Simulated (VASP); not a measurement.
# SiF (P6_3/mmc) in VASP: relaxation of cell and atoms with PBE

Aim: the relaxation of cell and atoms of SiF with PBE.

Program: VASP 6.6.1. These are calculated values, not measurements. Logs are shortened: lines on timing, memory, paths and dates and some standing lists are left out, and cuts for length are marked.

## (1) The cell of the first run

The structure is hexagonal, space group P6_3/mmc (No. 194). The conventional cell has a = 4.030 Å, b = 4.030 Å, c = 8.026 Å, α = 90.00°, β = 90.00°, γ = 120.00°. Si (site symmetry 3m) has 7 F at 2.45 to 2.76 Å and 4 Si at 2.50 to 2.78 Å within 3.2 Å. F (site symmetry -3m) has 6 Si at 2.45 Å and 6 F at 3.07 Å within 3.2 Å. Within 3.5 Å of F (site symmetry -6m2) lie 8 Si at 2.64 to 2.76 Å and 6 F at 3.07 Å.

## (2) Relaxation of cell and atoms, PBE

The input, INCAR:

```
PREC     = Accurate       # precision mode
ENCUT    = 600            # plane-wave cutoff, eV
EDIFF    = 1E-7           # SCF threshold, eV
ISMEAR   = 0              # smearing method
SIGMA    = 0.1            # smearing width, eV
LREAL    = F              # projectors in reciprocal space
LASPH    = T              # aspherical terms in the spheres
NELM     = 100            # most SCF steps
ALGO     = Normal         # electronic algorithm
ISIF     = 3              # what is computed and relaxed
LWAVE    = F              # write WAVECAR
LCHARG   = F              # write CHGCAR
GGA      = PE             # functional
IBRION   = 2              # ionic algorithm
NSW      = 100            # ionic steps
EDIFFG   = -0.01          # ionic threshold
```

The input, KPOINTS:

```
Automatic mesh
0
Gamma
  12 12 6
```

The input, POSCAR:

```
SiF
1.0
    4.0298242625      0.0000000000      0.0000000000
   -2.0149121313      3.4899301841      0.0000000000
    0.0000000000      0.0000000000      8.0257251411
Si F
4 4
Direct
    0.6666666667      0.3333333333      0.0943724169
    0.6666666667      0.3333333333      0.4056275831
    0.3333333333      0.6666666667      0.5943724169
    0.3333333333      0.6666666667      0.9056275831
    0.0000000000      0.0000000000      0.0000000000
    0.3333333333      0.6666666667      0.2500000000
    0.0000000000      0.0000000000      0.5000000000
    0.6666666667      0.3333333333      0.7500000000
```

Potentials or basis: VASP PAW PBE potentials, release 64 (Si, F).

Started as:

```bash
$ cat potpaw_PBE.64/Si/POTCAR potpaw_PBE.64/F/POTCAR > POTCAR
$ mpirun -np 1 vasp_std > vasp.out
```

OUTCAR:

```text
PREC = Accurate
   ENCUT = 600
   EDIFF = 1E-7
   ISMEAR = 0
   LREAL = F
   LASPH = T
   NELM = 100
   ISIF = 3
   GGA = PE
   IBRION = 2
   NSW = 100
   EDIFFG = -0.01

 ion  position               nearest neighbor table
   1  0.667  0.333  0.094-   5 2.45   5 2.45   5 2.45   2 2.50   4 2.78   4 2.78   4 2.78
   2  0.667  0.333  0.406-   7 2.45   7 2.45   7 2.45   1 2.50   3 2.78   3 2.78   3 2.78
   3  0.333  0.667  0.594-   7 2.45   7 2.45   7 2.45   4 2.50   2 2.78   2 2.78   2 2.78
   4  0.333  0.667  0.906-   5 2.45   5 2.45   5 2.45   3 2.50   1 2.78   1 2.78   1 2.78
   5  0.000  0.000  0.000-   1 2.45   4 2.45   1 2.45   4 2.45   1 2.45   4 2.45
   6  0.333  0.667  0.250-
   7  0.000  0.000  0.500-   2 2.45   3 2.45   2 2.45   3 2.45   2 2.45   3 2.45
   8  0.667  0.333  0.750-

  LATTYP: Found a hexagonal cell.
 ALAT       =     4.0298242625
 C/A-ratio  =     1.9915819198

  Lattice vectors:

 A1 = (   4.0298242625,   0.0000000000,   0.0000000000)
 A2 = (  -2.0149121313,   3.4899301841,   0.0000000000)
 A3 = (   0.0000000000,   0.0000000000,   8.0257251411)

Analysis of symmetry for initial positions (statically):
=====================================================================
 Subroutine PRICEL returns:
 Original cell was already a primitive cell.

 Routine SETGRP: Setting up the symmetry group for a
 hexagonal supercell.

 Subroutine GETGRP returns: Found 24 space group operations
 (whereof 12 operations were pure point group operations)
 out of a pool of 24 trial point group operations.

The static configuration has the point symmetry D_3d.
 The point group associated with its full space group is D_6h.

Analysis of symmetry for dynamics (positions and initial velocities):
=====================================================================
 Subroutine PRICEL returns:
 Original cell was already a primitive cell.

 Routine SETGRP: Setting up the symmetry group for a
 hexagonal supercell.

 Subroutine GETGRP returns: Found 24 space group operations
 (whereof 12 operations were pure point group operations)
 out of a pool of 24 trial point group operations.

The dynamic configuration has the point symmetry D_3d.
 The point group associated with its full space group is D_6h.

 Subroutine INISYM returns: Found 24 space group operations
 (whereof 12 operations are pure point group operations),
 and found     1 'primitive' translations

----------------------------------------------------------------------------------------

                                     Primitive cell

  volume of cell :     112.8722

[... 106 lines left out ...]
   ISIF   =      3    stress and relaxation
   ISYM   =      2    0-nonsym 1-usesym 2-fastsym
   POTIM  = 0.5000    time-step for ionic-motion
   TEBEG  =    0.0;   TEEND  =   0.0 temperature during run
   PSTRESS=    0.0 pullay stress
   NELECT =      44.0000    total number of electrons
   NUPDOWN=      -1.0000    fix difference up-down
   EMIN   =  10.00;   EMAX   =-10.00  energy-range for DOS
   EFERMI =   0.00;   METHOD = LEGACY
   ISMEAR =     0;   SIGMA  =   0.10  broadening in eV -4-tet -1-fermi 0-gaus
   EFERMI_NEDOS =   21; number of points for ismear=-14 and -15
   IALGO  =     38    algorithm
   IMIX   =      4    mixing-type and parameters
     AMIX     =   0.40;   BMIX     =  1.00
     AMIX_MAG =   1.60;   BMIX_MAG =  1.00
  volume/ion in A,a.u.               =      14.11        95.21
  Fermi-wavevector in a.u.,A,eV,Ry     =   1.195905  2.259933 19.458899  1.430189
  Thomas-Fermi vector in A             =   2.331859
   LORBIT       =      0    0 simple, 1 ext, 2 COOP (PROOUT), +10 PAW based schemes
   GGA     = PE    functional components
   LHFCALC =     F    Hartree Fock is set to
   AEXX    =    0.0000 exact exchange contribution
   IVDW    =     0    specifies the selected vdW correction
   LEPSILON=     F    determine dielectric tensor
   LRPA    =     F    only Hartree local field effects (RPA)
 conjugate gradient relaxation of ions
 non-spin polarized calculation
 Gauss-broadening in eV      SIGMA  =   0.10
  energy-cutoff  :      600.00
  volume of cell :      112.87
 maximum number of plane-waves:      3786
   NGX = 17   NGY = 17   NGZ = 33

--------------------------------------- Ionic step        1  -------------------------------------------

 number of electron      44.0000017 magnetization

 Free energy of the ion-electron system (eV)
  ---------------------------------------------------
  ext. energy  EPLUGINS =         0.00000000
  ---------------------------------------------------
  free energy    TOTEN  =       -33.78019143 eV

  energy without entropy =      -33.77617767  energy(sigma->0) =      -33.77818455

------------------------ aborting loop because EDIFF is reached ----------------------------------------

  FORCE on cell =-STRESS in cart. coord.  units (eV):
  Direction    XX          YY          ZZ          XY          YZ          ZX
  --------------------------------------------------------------------------------------
  -------------------------------------------------------------------------------------
  Total       -0.0615624     -0.0615624     -0.2227374      0.0000000     -0.0000000     -0.0000000
  in kB       -0.8738547     -0.8738547     -3.1616704      0.0000000     -0.0000000     -0.0000000
  external PRESSURE =      -1.6364599 kB  Pullay stress =       0.0000000 kB
[... 29 lines left out ...]
--------------------------------------- Ionic step        2  -------------------------------------------

 number of electron      44.0000015 magnetization

 E-fermi :   5.1894     XC(G=0): -10.0008

 val. band max:        5.1606947784   @ k =   0.3333   0.3333   0.0000
 cond. band min:       5.2663557081   @ k =   0.0833  -0.0000   0.0000
 fundamental gap:      0.1056609297
 Fermi energy:         5.1894385200

 k-point     1 :       0.0000    0.0000    0.0000
  band No.  band energies     occupation
      1     -18.9194      2.00000
      2     -18.8590      2.00000
      3     -17.8252      2.00000
      4     -17.7842      2.00000
      5      -3.8677      2.00000
      6      -3.4389      2.00000
[... 836 lines left out ...]
--------------------------------------- Ionic step        5  -------------------------------------------

 number of electron      44.0000019 magnetization

 Free energy of the ion-electron system (eV)
  ---------------------------------------------------
  ext. energy  EPLUGINS =         0.00000000
  ---------------------------------------------------
  free energy    TOTEN  =       -33.78135309 eV

  energy without entropy =      -33.77729259  energy(sigma->0) =      -33.77932284

 E-fermi :   5.2011     XC(G=0):  -9.9995

 val. band max:        5.1742231064   @ k =   0.3333   0.3333   0.0000
 cond. band min:       5.2836272624   @ k =   0.0833  -0.0000   0.0000
 fundamental gap:      0.1094041560
 Fermi energy:         5.2010660603

 k-point     1 :       0.0000    0.0000    0.0000
  band No.  band energies     occupation
      1     -18.9285      2.00000
      2     -18.8690      2.00000
      3     -17.8306      2.00000
      4     -17.7898      2.00000
      5      -3.8565      2.00000
      6      -3.4289      2.00000
[... 746 lines left out ...]
  FREE ENERGIE OF THE ION-ELECTRON SYSTEM (eV)
  ---------------------------------------------------
  free  energy   TOTEN  =       -33.7813530892 eV

  energy  without entropy=      -33.7772925877  energy(sigma->0) =      -33.77932284

 reached required accuracy - stopping structural energy minimisation
```

Run time: 13 min. Hardware: 1 thread of Intel Xeon Platinum 8259CL at 2.50GHz (Skylake/Cascade Lake), shared host; peak memory 0.39 GiB.

Results:

| Quantity | Value |
| --- | --- |
| Free energy | -33.7814 eV |
| Relaxed volume | 14.09 Å³/atom |
| Relaxed cell | a = 4.023 Å, b = 4.023 Å, c = 8.038 Å, α = 90.00°, β = 90.00°, γ = 120.00° |
| Space group after relaxing (to 0.05 Å) | P6_3/mmc (No. 194) |
| Energy gained by relaxing | 0.1 meV/atom |
| Ionic steps | 5 |
| Pressure after relaxing | 0.1 GPa |
| Largest force after relaxing | 0.003 eV/Å |
| Band gap on the k mesh | zero (band 22 reaches 5.60 eV, above the bottom of band 23 at 4.76 eV) |

Forces on the atoms (eV/Å):
```
Si   0.000  0.000  0.003
Si   0.000  0.000 -0.003
Si   0.000  0.000  0.003
Si   0.000  0.000 -0.003
F    0.000  0.000  0.000
F    0.000  0.000  0.000
F    0.000  0.000  0.000
F    0.000  0.000  0.000
```

Step by step:
| step | energy change (eV) | largest force (eV/Å) | pressure (GPa) | volume (Å³) |
| --- | --- | --- | --- | --- |
| 1 | 0.0000 | 0.0915 | -0.16 | 112.87 |
| 2 | -0.0008 | 0.0054 | 0.05 | 112.64 |
| 3 | -0.0008 | 0.0089 | 0.02 | 112.67 |
| 4 | -0.0010 | 0.0072 | 0.03 | 112.67 |
| 5 | -0.0012 | 0.0032 | 0.07 | 112.68 |

Final structure:
```
Si F
1.0
     4.02330    0.00000    0.00000
    -2.01165    3.48428    0.00000
     0.00000    0.00000    8.03811
Si F
4 4
Direct
  0.66667 0.33333 0.09522
  0.66667 0.33333 0.40478
  0.33333 0.66667 0.59522
  0.33333 0.66667 0.90478
  0.00000 0.00000 0.00000
  0.33333 0.66667 0.25000
  0.00000 0.00000 0.50000
  0.66667 0.33333 0.75000
```

Levels at points of the mesh, in eV from the Fermi level:
```csv
k point,band 20,band 21,band 22,band 23,band 24,band 25
"(0.00, 0.00, 0.00)",-2.22,-0.76,0.29,0.29,0.54,0.54
"(0.50, 0.00, 0.00)",-2.38,-2.09,-0.51,1.58,1.66,2.13
"(0.00, 0.00, 0.50)",-3.17,0.40,0.40,0.40,0.40,1.71
"(0.50, 0.00, 0.50)",-3.14,-0.49,-0.49,1.41,1.41,1.61
```
